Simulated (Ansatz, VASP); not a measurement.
Mg in VASP and in Ansatz

The input INCAR:

```
SYSTEM = Mg
ALGO = Normal ; EDIFF = 1E-6
ENCUT = 520 ; GGA = PS
ISIF = 2 ; ISMEAR = -1
LASPH = .True. ; LCHARG = .True.
LELF = .True. ; LREAL = .False.
LVHAR = .True. ; LWAVE = .False.
NBANDS = 7 ; NELM = 80
PREC = Accurate ; SIGMA = 0.1
```

The input KPOINTS:

```
k-points
0
Gamma
  12 12 12
  0 0 0
```

Contents of POSCAR:

```
Mg
1.0
    3.1111659598      0.0000000000      0.0000000000
    0.0000000000      3.1111659598      0.0000000000
    0.0000000000      0.0000000000      3.1111659598
Mg
1
Direct
    0.0000000000      0.0000000000      0.0000000000
```

Input for Ansatz:

```yaml
crystal:
  lattice:
    - [3.1111659598, 0.0, 0.0]
    - [0.0, 3.1111659598, 0.0]
    - [0.0, 0.0, 3.1111659598]
  atoms:
    - { symbol: Mg, position: [0.0, 0.0, 0.0] }
hamiltonian:
  xc: pbesol
  pseudopotentials:
    kind: paw
    azcp:
      Mg: "pseudopotentials/Mg.paw.azcp"
basis:
  ecutwfc: 420
  fft_grid_basis: typed
kpoints:
  mp_grid: { grid: [12, 12, 12], shift: [0, 0, 0] }
magnetization:
  spin_polarized: false
scf:
  occupations: { method: fermi_dirac, width: 0.1 }
  lower_state_search: "off"
output:
  stress: true
```

Alike in both runs: task single point; functional PBEsol; k mesh 12 × 12 × 12; occupations fermi-dirac, width 0.1 eV; no spin polarisation.

|  | VASP | Ansatz |
| --- | --- | --- |
| version | VASP 6.6.1 | Ansatz 0.2.0 |
| potentials or method | VASP PAW PBE potentials, release 64 (Mg), cutoff 520 eV | plane waves (420 eV) with PAW, scalar-relativistic |
| valence electrons in the cell | 2 | 10 |

Ansatz gave:

| Property | Result |
| --- | --- |
| pressure (GPa) | -2.1 |

Question: What did VASP give for the same quantities?

Answer: Pressure (GPa): -2.2.

VASP's potentials were made for PBE, not for PBEsol, and Ansatz warns of the same on its side. The functional is the same, so the differences come from potentials, cutoffs and numerics. VASP's potentials hold 2 valence electrons a cell and Ansatz's 10, so a difference there can come from the potentials and not from the codes.
